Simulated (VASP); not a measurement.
# BN (P6_3mc) in VASP: further runs

The runs below take BN through single point, with r2SCAN.

Everything below comes from runs of VASP 6.6.1. Logs are shortened: lines on timing, memory, paths and dates and some standing lists are left out, and cuts for length are marked.

### 1 The cell of the first run

It takes space group P6_3mc (No. 186, hexagonal). Conventional cell: a = 2.543 Å, b = 2.543 Å, c = 4.207 Å, α = 90.00°, β = 90.00°, γ = 120.00°. Within 2.1 Å of B (site symmetry 3m) lie 4 N at 1.56 to 1.58 Å. Within 2.1 Å of N (site symmetry 3m) lie 4 B at 1.56 to 1.58 Å.

### 2 Single point, r2SCAN

POSCAR reads:

```
BN
1.0
    2.5433243829      0.0000000000      0.0000000000
   -1.2716621915      2.2025835257      0.0000000000
    0.0000000000      0.0000000000      4.2068547497
B N
2 2
Direct
    0.3333333333      0.6666666667     -0.0003030979
    0.6666666667      0.3333333333      0.4996969021
    0.3333333333      0.6666666667      0.3743030979
    0.6666666667      0.3333333333      0.8743030979
```

INCAR.step1 reads:

```
PREC = Accurate ; ENCUT = 520
ISMEAR = 0 ; SIGMA = 0.01
LREAL = False ; LASPH = True
NELM = 60 ; NBANDS = 16
GGA = PE ; ALGO = Normal
EDIFF = 1E-4 ; LWAVE = True
LCHARG = False
```

INCAR.step2 reads:

```
PREC = Accurate ; ENCUT = 520
EDIFF = 1E-7 ; ISMEAR = 0
SIGMA = 0.01 ; LREAL = False
LASPH = True ; NELM = 60
ALGO = Normal ; ISIF = 2
LWAVE = False ; LCHARG = True
METAGGA = R2SCAN ; LMIXTAU = True
LELF = True ; LVHAR = True
NBANDS = 16 ; ISTART = 1
```

KPOINTS reads:

```
Automatic mesh
0
Gamma
  12 12 6
```

Potentials or basis: VASP PAW PBE potentials, release 64 (B, N).

On the command line:

```console
$ cat potpaw_PBE.64/B/POTCAR potpaw_PBE.64/N/POTCAR > POTCAR
$ cp INCAR.step1 INCAR
$ mpirun -np 1 vasp_std > vasp.out
$ cp INCAR.step2 INCAR
$ mpirun -np 1 vasp_std > vasp.out
```

OUTCAR:

```text
PREC = Accurate
   ENCUT = 520
   EDIFF = 1E-7
   ISMEAR = 0
   LREAL = False
   LASPH = True
   NELM = 60
   ISIF = 2
   METAGGA = R2SCAN
   ISTART = 1

 ion  position               nearest neighbor table
   1  0.333  0.667  1.000-   4 1.56   4 1.56   4 1.56   3 1.58
   2  0.667  0.333  0.500-   3 1.56   3 1.56   3 1.56   4 1.58
   3  0.333  0.667  0.374-   2 1.56   2 1.56   2 1.56   1 1.58
   4  0.667  0.333  0.874-   1 1.56   1 1.56   1 1.56   2 1.58

  LATTYP: Found a hexagonal cell.
 ALAT       =     2.5433243829
 C/A-ratio  =     1.6540771511

  Lattice vectors:

 A1 = (   2.5433243829,   0.0000000000,   0.0000000000)
 A2 = (  -1.2716621915,   2.2025835257,   0.0000000000)
 A3 = (   0.0000000000,   0.0000000000,   4.2068547497)

Analysis of symmetry for initial positions (statically):
=====================================================================
 Subroutine PRICEL returns:
 Original cell was already a primitive cell.

 Routine SETGRP: Setting up the symmetry group for a
 hexagonal supercell.

 Subroutine GETGRP returns: Found 12 space group operations
 (whereof  6 operations were pure point group operations)
 out of a pool of 24 trial point group operations.

The static configuration has the point symmetry C_3v.
 The point group associated with its full space group is C_6v.

Analysis of symmetry for dynamics (positions and initial velocities):
=====================================================================
 Subroutine PRICEL returns:
 Original cell was already a primitive cell.

 Routine SETGRP: Setting up the symmetry group for a
 hexagonal supercell.

 Subroutine GETGRP returns: Found 12 space group operations
 (whereof  6 operations were pure point group operations)
 out of a pool of 24 trial point group operations.

The dynamic configuration has the point symmetry C_3v.
 The point group associated with its full space group is C_6v.

 Subroutine INISYM returns: Found 12 space group operations
 (whereof  6 operations are pure point group operations),
 and found     1 'primitive' translations

----------------------------------------------------------------------------------------

[... 88 lines left out ...]
   ISTART =      1    job   : 0-new  1-cont  2-samecut
   ICHARG =      0    charge: 1-file 2-atom 10-const
   ISPIN  =      1    spin polarized calculation?
   LNONCOLLINEAR =      F non collinear calculations
   LSORBIT =      F    spin-orbit coupling
   LASPH  =      T    aspherical Exc in radial PAW
   ENCUT  =  520.0 eV  38.22 Ry    6.18 a.u.   4.73  4.73  7.82*2*pi/ulx,y,z
   NELM   =     60;   NELMIN=  2; NELMDL=  0     # of ELM steps
   EDIFF  = 0.1E-06   stopping-criterion for ELM
   LREAL  =      F    real-space projection
   EDIFFG = 0.1E-05   stopping-criterion for IOM
   NSW    =      0    number of steps for IOM
   IBRION =     -1    ionic relax: 0-MD 1-quasi-New 2-CG
   NFREE  =      0    steps in history (QN), initial steepest desc. (CG)
   ISIF   =      2    stress and relaxation
   ISYM   =      2    0-nonsym 1-usesym 2-fastsym
   POTIM  = 0.5000    time-step for ionic-motion
   TEBEG  =    0.0;   TEEND  =   0.0 temperature during run
   PSTRESS=    0.0 pullay stress
   NELECT =      16.0000    total number of electrons
   NUPDOWN=      -1.0000    fix difference up-down
   EMIN   =  10.00;   EMAX   =-10.00  energy-range for DOS
   EFERMI =   0.00;   METHOD = LEGACY
   ISMEAR =     0;   SIGMA  =   0.01  broadening in eV -4-tet -1-fermi 0-gaus
   EFERMI_NEDOS =   21; number of points for ismear=-14 and -15
   IALGO  =     38    algorithm
   IMIX   =      4    mixing-type and parameters
     AMIX     =   0.40;   BMIX     =  1.00
     AMIX_MAG =   1.60;   BMIX_MAG =  1.00
  volume/ion in A,a.u.               =       5.89        39.76
  Fermi-wavevector in a.u.,A,eV,Ry     =   1.438857  2.719045 28.168267  2.070309
  Thomas-Fermi vector in A             =   2.557777
   LORBIT       =      0    0 simple, 1 ext, 2 COOP (PROOUT), +10 PAW based schemes
   METAGGA = R2SCAN    functional components
   LHFCALC =     F    Hartree Fock is set to
   AEXX    =    0.0000 exact exchange contribution
   IVDW    =     0    specifies the selected vdW correction
   LEPSILON=     F    determine dielectric tensor
   LRPA    =     F    only Hartree local field effects (RPA)
 non-spin polarized calculation
 Gauss-broadening in eV      SIGMA  =   0.01
  energy-cutoff  :      520.00
  volume of cell :       23.57
 maximum number of plane-waves:       652
 NGX is ok and might be reduce to    20
   NGX =  9   NGY =  9   NGZ = 15

 number of electron      16.0000000 magnetization

 Free energy of the ion-electron system (eV)
  ---------------------------------------------------
  ext. energy  EPLUGINS =         0.00000000
  ---------------------------------------------------
  free energy    TOTEN  =       -38.26602432 eV

  energy without entropy =      -38.26602432  energy(sigma->0) =      -38.26602432

 E-fermi :   7.4963     XC(G=0): -13.6493

 val. band max:        7.4355316273   @ k =   0.0000   0.0000   0.0000
 cond. band min:      13.1536606948   @ k =   0.3333   0.3333   0.0000
 fundamental gap:      5.7181290675
 Fermi energy:         7.4963239502

 k-point     1 :       0.0000    0.0000    0.0000
  band No.  band energies     occupation
      1     -14.0653      2.00000
      2      -9.8214      2.00000
      3      -3.9025      2.00000
      4       5.2244      2.00000
      5       5.2244      2.00000
      6       7.1655      2.00000
[... 433 lines left out ...]
      3      -1.7528      2.00000
      4      -0.2351      2.00000
      5       1.1681      2.00000
      6       2.9593      2.00000
[... 8 lines left out ...]
     15      24.6715      0.00000
     16      24.9477      0.00000

 [... further k-points ...]
[... 5 lines left out ...]
  --------------------------------------------------------------------------------------
  -------------------------------------------------------------------------------------
  Total        0.2083085      0.2083085      0.2020469     -0.0000000      0.0000000      0.0000000
  in kB       14.1620448     14.1620448     13.7363421     -0.0000000      0.0000000      0.0000000
  external PRESSURE =      14.0201439 kB  Pullay stress =       0.0000000 kB

 VOLUME and BASIS-vectors are now :
 -----------------------------------------------------------------------------
  energy-cutoff  :      520.00
  volume of cell :       23.57
      direct lattice vectors                 reciprocal lattice vectors
     2.543324383  0.000000000  0.000000000     0.393186181  0.227006147  0.000000000
    -1.271662191  2.202583526  0.000000000     0.000000000  0.454012294  0.000000000
     0.000000000  0.000000000  4.206854750     0.000000000  0.000000000  0.237707280

 POSITION                                       TOTAL-FORCE (eV/Angst)
 -----------------------------------------------------------------------------------
     -0.00000      1.46839      4.20558         0.000000     -0.000000      0.004380
      1.27166      0.73419      2.10215        -0.000000      0.000000      0.004380
     -0.00000      1.46839      1.57464         0.000000     -0.000000     -0.004380
      1.27166      0.73419      3.67807        -0.000000      0.000000     -0.004380
 -----------------------------------------------------------------------------------
    total drift:                               -0.000000      0.000000     -0.001928

  FREE ENERGIE OF THE ION-ELECTRON SYSTEM (eV)
  ---------------------------------------------------
  free  energy   TOTEN  =       -38.2660243155 eV

  energy  without entropy=      -38.2660243155  energy(sigma->0) =      -38.26602432
```

Run time: 2.8 min. Hardware: 1 thread of Intel Xeon 8259CL, shared host; peak memory 0.15 GiB.

Results:

```yaml
Free_energy: -38.2660 eV
Pressure: 1.4 GPa
Largest_force: 0.004 eV/Å
Band_gap_on_the_k_mesh: 5.72 eV (least direct gap 8.99 eV)
```

Forces on the atoms (eV/Å):
```
B    0.000  0.000  0.004
B    0.000  0.000  0.004
N    0.000  0.000 -0.004
N    0.000  0.000 -0.004
```

Levels at points of the mesh, in eV from the valence-band top:
```
           k point  band 6  band 7  band 8  band 9  band 10  band 11
(0.00, 0.00, 0.00)   -0.27    0.00    0.00    9.08     9.08     9.32
(0.50, 0.00, 0.00)   -5.20   -4.54   -2.20    7.30     8.61    11.38
(0.00, 0.00, 0.50)   -1.22   -1.22   -1.22   10.25    10.25    10.69
(0.50, 0.00, 0.50)   -3.93   -3.73   -3.73    7.20     7.20    10.72
```

Caveat: the PAW data sets were made with another functional, which shifts forces and pressure a little. A k mesh can miss the band edges.

(Continued in part 2 of 4.)
